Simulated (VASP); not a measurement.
A run of VASP 6.6.1 is set up as follows.

Contents of INCAR:

```
  PREC = Accurate
  ENCUT = 520
  EDIFF = 1E-6
  ISMEAR = 0
  SIGMA = 0.01
  LREAL = False
  LASPH = True
  NELM = 100
  ALGO = Normal
  ISIF = 2
  LWAVE = False
  LCHARG = False
  GGA = PS
  NBANDS = 33
```

Contents of KPOINTS:

```
Automatic mesh
0
Gamma
  6 6 6
```

POSCAR

```
TiO2
1.0
    2.6712058798     -2.6712807098     -0.0199768479
    2.6712058798      2.6712807098     -0.0199768479
   -2.6352899486      0.0000000000      4.8119333815
Ti O
2 4
Direct
    0.1250075032      0.8749924968      0.2500000000
    0.8749924968      0.1250075032      0.7500000000
    0.3322533869      0.0822599343      0.6645088159
    0.6677466131      0.9177400657      0.3354911841
    0.9177400657      0.6677466131      0.8354911841
    0.0822599343      0.3322533869      0.1645088159
```

Potentials or basis: VASP PAW PBE potentials, release 64 (Ti_sv, O).

Run with:

```sh
$ cat potpaw_PBE.64/Ti_sv/POTCAR potpaw_PBE.64/O/POTCAR > POTCAR
$ mpirun -np 1 vasp_std > vasp.out
```

(1) What does it give for the band gap on the k mesh?

(2) Predict the pressure.

Answers

(1) 2.13 eV (least direct gap 2.42 eV).

(2) -0.8 GPa.

Caveat: the PAW data sets were made with another functional, which shifts forces and pressure a little.
